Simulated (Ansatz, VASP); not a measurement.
One calculation of SnO2, two programs

The input INCAR:

```
  PREC = Accurate
  ENCUT = 520
  EDIFF = 1E-6
  ISMEAR = -1
  SIGMA = 0.05
  LREAL = F
  LASPH = T
  NELM = 80
  ALGO = Normal
  ISIF = 2
  LWAVE = F
  LCHARG = F
  GGA = RE
  NBANDS = 64
```

Contents of KPOINTS:

```
regular mesh
0
Gamma
  4 4 4
```

Contents of POSCAR:

```
SnO2
1.0
    5.1752560000      0.0000000000      0.0000000000
    0.0000000000      5.1752560000      0.0000000000
    0.0000000000      0.0000000000      5.1752560000
Sn O
4 8
Direct
    0.0000000000      0.0000000000      0.0000000000
    0.5000000000      0.0000000000      0.5000000000
    0.5000000000      0.5000000000      0.0000000000
    0.0000000000      0.5000000000      0.5000000000
    0.6610980000      0.8389020000      0.1610980000
    0.8389020000      0.1610980000      0.6610980000
    0.1610980000      0.6610980000      0.8389020000
    0.3389020000      0.3389020000      0.3389020000
    0.6610980000      0.6610980000      0.6610980000
    0.8389020000      0.3389020000      0.1610980000
    0.1610980000      0.8389020000      0.3389020000
    0.3389020000      0.1610980000      0.8389020000
```

The input input.yaml:

```yaml
crystal:
  lattice:
    - [5.175256, 0.0, 0.0]
    - [0.0, 5.175256, 0.0]
    - [0.0, 0.0, 5.175256]
  atoms:
    - { symbol: Sn, position: [0.0, 0.0, 0.0] }
    - { symbol: Sn, position: [0.5, 0.0, 0.5] }
    - { symbol: Sn, position: [0.5, 0.5, 0.0] }
    - { symbol: Sn, position: [0.0, 0.5, 0.5] }
    - { symbol: O, position: [0.661098, 0.838902, 0.161098] }
    - { symbol: O, position: [0.838902, 0.161098, 0.661098] }
    - { symbol: O, position: [0.161098, 0.661098, 0.838902] }
    - { symbol: O, position: [0.338902, 0.338902, 0.338902] }
    - { symbol: O, position: [0.661098, 0.661098, 0.661098] }
    - { symbol: O, position: [0.838902, 0.338902, 0.161098] }
    - { symbol: O, position: [0.161098, 0.838902, 0.338902] }
    - { symbol: O, position: [0.338902, 0.161098, 0.838902] }
hamiltonian:
  xc: revpbe
  pseudopotentials: { kind: paw }
kpoints:
  mp_grid: { grid: [4, 4, 4] }
  band_path:
    path:
      - [[0.0, 0.0, 0.0], [0.0, 0.5, 0.0], [0.5, 0.5, 0.0], [0.0, 0.0, 0.0], [0.5, 0.5, 0.5], [0.0, 0.5, 0.0]]
      - [[0.5, 0.5, 0.0], [0.5, 0.5, 0.5]]
    npoints: 10
scf:
  occupations: { method: fermi_dirac, width: 0.05 }
  n_extra_bands: 30
output:
  forces: true
  stress: true
  eigenvalues: true
  fatbands: false
  write_density: true
  write_potential: true
  elf: true
  volumetric_format: npy
```

Alike in both runs: functional revPBE; k mesh 4 × 4 × 4; occupations fermi-dirac, width 0.05 eV; no spin polarisation.

|  | VASP | Ansatz |
| --- | --- | --- |
| version | VASP 6.6.1 | Ansatz 0.2.0 |
| potentials or method | VASP PAW PBE potentials, release 64 (Sn_d, O) | Ansatz PAW |
| plane-wave cutoff (eV) | 520 | 420 |
| valence electrons in the cell | 104 | 104 |
| task | single point | band structure |

VASP gave:

| Item | Value |
| --- | --- |
| gap on the k mesh at the Fermi level (eV) | 0.61 |
| least direct gap on the mesh (eV) | 0.67 |
| pressure (GPa) | 3.1 |
| rms of the force components (eV/Å) | 0.006 |

Question: Which values does Ansatz return?

Answer: gap on the k mesh at the Fermi level (eV): 0.62; least direct gap on the mesh (eV): 0.67; pressure (GPa): 2.5; rms of the force components (eV/Å): 0.006.

VASP's potentials were made for PBE, not for revPBE. Atom by atom the forces differ by 0.001 eV/Å (rms over components).
